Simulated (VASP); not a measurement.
# PbS in VASP: density of states with LDA

Aim: the density of states of PbS with LDA.

All numbers are computed with VASP 6.6.1; they aren't measurements. Logs are shortened: lines on timing, memory, paths and dates and some standing lists are left out, and cuts for length are marked.

## 1. The cell of the first run

The cell holds a sheet with vacuum, 4 atoms: a = 4.247 Å, b = 4.247 Å, c = 30.913 Å, α = 90.00°, β = 90.00°, γ = 90.00°.

## 2. Density of states, LDA

File POSCAR:

```
PbS
1.0
    4.2469317120      0.0000000000      0.0000000000
    0.0000000000      4.2469317120      0.0000000000
    0.0000000000      0.0000000000     30.9134034400
Pb S
2 2
Direct
    0.0000000000      0.5000000000      0.2457456586
    0.5000000000      0.0000000000      0.3365260422
    0.0000000000      0.5000000000      0.3328439230
    0.5000000000      0.0000000000      0.2494277778
```

File INCAR.step1:

```
  ALGO = Normal
  DIPOL = 0.5 0.5 0.291
  EDIFF = 1E-6
  ENCUT = 520
  IDIPOL = 3
  ISIF = 2
  ISMEAR = 0
  LASPH = T
  LCHARG = T
  LDIPOL = T
  LREAL = F
  LWAVE = F
  NBANDS = 28
  NELM = 80
  PREC = Accurate
  SIGMA = 0.02
```

File KPOINTS.step1:

```
k-points
0
Gamma
  6 6 1
```

File INCAR.step2:

```
  ALGO = Normal
  DIPOL = 0.5 0.5 0.291
  EDIFF = 1E-6
  ENCUT = 520
  ICHARG = 11
  IDIPOL = 3
  ISIF = 2
  ISMEAR = -5
  LASPH = T
  LCHARG = F
  LDIPOL = T
  LORBIT = 11
  LREAL = F
  LWAVE = F
  NEDOS = 2001
  NELM = 80
  PREC = Accurate
  SIGMA = 0.02
```

File KPOINTS.step2:

```
k-points
0
Gamma
  9 9 1
```

Potentials or basis: VASP PAW LDA potentials, release 64 (Pb_d, S).

On the command line:

```
> cat potpaw_LDA.64/Pb_d/POTCAR potpaw_LDA.64/S/POTCAR > POTCAR
> cp INCAR.step1 INCAR
> cp KPOINTS.step1 KPOINTS
> mpirun -np 1 vasp_std > vasp.out
> cp INCAR.step2 INCAR
> cp KPOINTS.step2 KPOINTS
> mpirun -np 1 vasp_std > vasp.out
```

OUTCAR:

```text
EDIFF = 1E-6
   ENCUT = 520
   ICHARG = 11
   ISIF = 2
   ISMEAR = -5
   LASPH = T
   LORBIT = 11
   LREAL = F
   NELM = 80
   PREC = Accurate

 ion  position               nearest neighbor table
   1  0.000  0.500  0.246-   3 2.69   4 3.01   4 3.01   4 3.01   4 3.01   2 4.11   2 4.11   2 4.11
                             2 4.11
   2  0.500  0.000  0.337-   4 2.69   3 3.01   3 3.01   3 3.01   3 3.01   1 4.11   1 4.11   1 4.11
                             1 4.11
   3  0.000  0.500  0.333-   1 2.69   2 3.01   2 3.01   2 3.01   2 3.01
   4  0.500  0.000  0.249-   2 2.69   1 3.01   1 3.01   1 3.01   1 3.01

  LATTYP: Found a simple tetragonal cell.
 ALAT       =     4.2469317120
 C/A-ratio  =     7.2789970587

  Lattice vectors:

 A1 = (   4.2469317120,   0.0000000000,   0.0000000000)
 A2 = (   0.0000000000,   4.2469317120,   0.0000000000)
 A3 = (   0.0000000000,   0.0000000000,  30.9134034400)

Analysis of symmetry for initial positions (statically):
=====================================================================
 Subroutine PRICEL returns:
 Original cell was already a primitive cell.

 Routine SETGRP: Setting up the symmetry group for a
 simple tetragonal supercell.

 Subroutine GETGRP returns: Found 16 space group operations
 (whereof  4 operations were pure point group operations)
 out of a pool of 16 trial point group operations.

The static configuration has the point symmetry C_2v.
 The point group associated with its full space group is D_4h.

Analysis of symmetry for dynamics (positions and initial velocities):
=====================================================================
 Subroutine PRICEL returns:
 Original cell was already a primitive cell.

 Routine SETGRP: Setting up the symmetry group for a
 simple tetragonal supercell.

 Subroutine GETGRP returns: Found 16 space group operations
 (whereof  4 operations were pure point group operations)
 out of a pool of 16 trial point group operations.

The dynamic configuration has the point symmetry C_2v.
 The point group associated with its full space group is D_4h.

 Subroutine INISYM returns: Found 16 space group operations
 (whereof  4 operations are pure point group operations),
 and found     1 'primitive' translations

----------------------------------------------------------------------------------------

                                     Primitive cell

  volume of cell :     557.5674
[... 98 lines left out ...]
   EMIN   =  10.00;   EMAX   =-10.00  energy-range for DOS
   EFERMI =   0.00;   METHOD = LEGACY
   ISMEAR =    -5;   SIGMA  =   0.02  broadening in eV -4-tet -1-fermi 0-gaus
   EFERMI_NEDOS =   21; number of points for ismear=-14 and -15
   IALGO  =     38    algorithm
   IMIX   =      4    mixing-type and parameters
     AMIX     =   0.40;   BMIX     =  1.00
     AMIX_MAG =   1.60;   BMIX_MAG =  1.00
  volume/ion in A,a.u.               =     139.39       940.66
  Fermi-wavevector in a.u.,A,eV,Ry     =   0.680240  1.285468  6.295782  0.462727
  Thomas-Fermi vector in A             =   1.758673
   LORBIT       =     11    0 simple, 1 ext, 2 COOP (PROOUT), +10 PAW based schemes
   GGA     = CA    functional components
   LHFCALC =     F    Hartree Fock is set to
   AEXX    =    0.0000 exact exchange contribution
   IVDW    =     0    specifies the selected vdW correction
   LEPSILON=     F    determine dielectric tensor
   LRPA    =     F    only Hartree local field effects (RPA)
 non-spin polarized calculation
 Fermi weights with tetrahedron method with Bloechl corrections
  energy-cutoff  :      520.00
  volume of cell :      557.57
 maximum number of plane-waves:     15052
 NGX is ok and might be reduce to    32

 number of electron      40.0000009 magnetization

 dipolmoment           0.000000      0.000000     -0.000183 electrons x Angstroem

 Free energy of the ion-electron system (eV)
  ---------------------------------------------------
  ext. energy  EPLUGINS =         0.00000000
  ---------------------------------------------------
  free energy    TOTEN  =       -19.36745039 eV

  energy without entropy =      -19.36745039  energy(sigma->0) =      -19.36745039

 E-fermi :  -2.9933     XC(G=0):  -2.2590

 val. band max:       -3.0026749574   @ k =   0.4444   0.0000   0.0000
 cond. band min:      -1.4660320479   @ k =   0.4444   0.0000   0.0000
 fundamental gap:      1.5366429095
 Fermi energy:        -2.9932813982

 k-point     1 :       0.0000    0.0000    0.0000
  band No.  band energies     occupation
      1     -19.2941      2.00000
      2     -19.1854      2.00000
      3     -19.1749      2.00000
      4     -19.1671      2.00000
      5     -19.1575      2.00000
      6     -19.1487      2.00000
[... 394 lines left out ...]
     23       1.9448      0.00000
     24       1.9956      0.00000

------------------------ aborting loop because EDIFF is reached ----------------------------------------

 vacuum level on the upper side and lower side of the slab       (xc-potential included)        -0.007        -0.005

  FORCE on cell =-STRESS in cart. coord.  units (eV):
  Direction    XX          YY          ZZ          XY          YZ          ZX
  --------------------------------------------------------------------------------------
  -------------------------------------------------------------------------------------
  Total       -2.9368122     -2.9368122     -1.7957319      0.0000000      0.0000000     -0.0000000
  in kB       -8.4389687     -8.4389687     -5.1600595      0.0000000      0.0000000     -0.0000000
  external PRESSURE =      -7.3459990 kB  Pullay stress =       0.0000000 kB

 VOLUME and BASIS-vectors are now :
 -----------------------------------------------------------------------------
  energy-cutoff  :      520.00
  volume of cell :      557.57
      direct lattice vectors                 reciprocal lattice vectors
     4.246931712  0.000000000  0.000000000     0.235464111  0.000000000  0.000000000
     0.000000000  4.246931712  0.000000000     0.000000000  0.235464111  0.000000000
     0.000000000  0.000000000 30.913403440     0.000000000  0.000000000  0.032348428

 POSITION                                       TOTAL-FORCE (eV/Angst)
 -----------------------------------------------------------------------------------
      0.00000      2.12347      7.59683        -0.000000      0.000000      0.374249
      2.12347      0.00000     10.40317         0.000000      0.000000     -0.374249
      0.00000      2.12347     10.28934         0.000000      0.000000     -0.282122
      2.12347      0.00000      7.71066         0.000000     -0.000000      0.282122
 -----------------------------------------------------------------------------------
    total drift:                                0.000000      0.000000     -0.026384

  FREE ENERGIE OF THE ION-ELECTRON SYSTEM (eV)
  ---------------------------------------------------
  free  energy   TOTEN  =       -19.3674503948 eV

  energy  without entropy=      -19.3674503948  energy(sigma->0) =      -19.36745039

 vacuum level on the upper side and lower side of the slab         1.804         1.806

 total charge

# of ion       s       p       d       tot
------------------------------------------
    1        1.456   0.557   9.837  11.850
    2        1.456   0.557   9.837  11.850
    3        1.348   2.319   0.000   3.667
    4        1.348   2.319   0.000   3.667
--------------------------------------------------
tot          5.610   5.750  19.674  31.033
```

OUTCAR.step1:

```text
EDIFF = 1E-6
   ENCUT = 520
   ISIF = 2
   ISMEAR = 0
   LASPH = T
   LREAL = F
   NELM = 80
[... 532 lines left out ...]
      0.00000      2.12347     10.28934        -0.000000      0.000000     -0.278838
      2.12347      0.00000      7.71066        -0.000000     -0.000000      0.278838
 -----------------------------------------------------------------------------------
    total drift:                                0.000000      0.000000      0.000091

  FREE ENERGIE OF THE ION-ELECTRON SYSTEM (eV)
  ---------------------------------------------------
  free  energy   TOTEN  =       -19.3710898720 eV

  energy  without entropy=      -19.3710898720  energy(sigma->0) =      -19.37108987

 vacuum level on the upper side and lower side of the slab         1.805         1.805
```

OSZICAR.step1:

```text
N       E                     dE             d eps       ncg     rms          rms(c)
DAV:   1     0.375407394409E+03    0.37541E+03   -0.14961E+04   616   0.105E+03
DAV:   2     0.301506641926E+02   -0.34526E+03   -0.33942E+03   708   0.301E+02
DAV:   3    -0.191366570575E+02   -0.49287E+02   -0.48983E+02   788   0.135E+02
[... 16 lines left out ...]
DAV:  20    -0.193710794391E+02   -0.18081E-04   -0.94873E-07   500   0.238E-03    0.730E-04
DAV:  21    -0.193710861168E+02   -0.66778E-05   -0.15892E-07   512   0.178E-03    0.777E-04
DAV:  22    -0.193710875663E+02   -0.14494E-05   -0.19828E-08   524   0.871E-04    0.419E-04
DAV:  23    -0.193710896057E+02   -0.20394E-05   -0.19462E-08   464   0.620E-04    0.506E-04
DAV:  24    -0.193710898720E+02   -0.26639E-06   -0.21615E-09   456   0.402E-04
   1 F= -.19371090E+02 E0= -.19371090E+02  d E =-.207719E-27
```

It took 3.4 min on 1 thread of Intel Xeon 6975P-C (Granite Rapids), shared host; peak memory 0.45 GiB.

What came out:

```
Valence electrons inside the program's atomic spheres : Pb 11.85; S 3.67
```

Caveat: spin-orbit coupling is left out, which moves the levels of the heavy elements.
